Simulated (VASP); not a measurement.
Wanted: the native input for a VASP 6.6.1 run.

- Task: single point
- Functional: PBE
- Potentials or basis: VASP PAW PBE potentials, release 64 (K_sv, I)
- Cutoff: 520 eV
- k mesh: 6 × 6 × 6
- Occupations: gaussian, width 0.05 eV
- Spin: no spin polarisation
- Dipole correction: no
- Further INCAR settings: ALGO = Normal; EDIFF = 1e-06; NBANDS = 15

The structure of KI lies in POSCAR:

```
KI
1.0
    0.0308398125      3.5245500000      3.5245500000
    3.5553898125      0.0000000000      3.5553898125
    3.5245500000      3.5245500000      0.0308398125
K I
1 1
Direct
    0.0000000000      0.0000000000      0.0000000000
    0.5000000000      0.5000000000      0.5000000000
```

This cell differs from its parent crystal: strain +0.0175 x Voigt [0, 0, 0, 0, 1, 0].

The input as run:

INCAR

```
PREC = Accurate
ENCUT = 520
EDIFF = 1E-6
ISMEAR = 0
SIGMA = 0.05
LREAL = False
LASPH = True
NELM = 100
ALGO = Normal
ISIF = 2
LWAVE = False
LCHARG = False
GGA = PE
NBANDS = 15
```

KPOINTS

```
Automatic mesh
0
Gamma
  6 6 6
```

Potentials or basis: VASP PAW PBE potentials, release 64 (K_sv, I).

Command:

```bash
$ cat potpaw_PBE.64/K_sv/POTCAR potpaw_PBE.64/I/POTCAR > POTCAR
$ mpirun -np 1 vasp_std > vasp.out
```

Results of the run:

```
Pressure               : 0.7 GPa
Band gap on the k mesh : 3.96 eV
```

Caveat: the cell differs from its parent crystal (strain +0.0175 x Voigt [0, 0, 0, 0, 1, 0]); spin-orbit coupling is left out, which moves the levels of the heavy elements.

Run time: 2 min on 1 thread of AMD EPYC 7R13, on a shared host, peak memory 0.23 GiB.
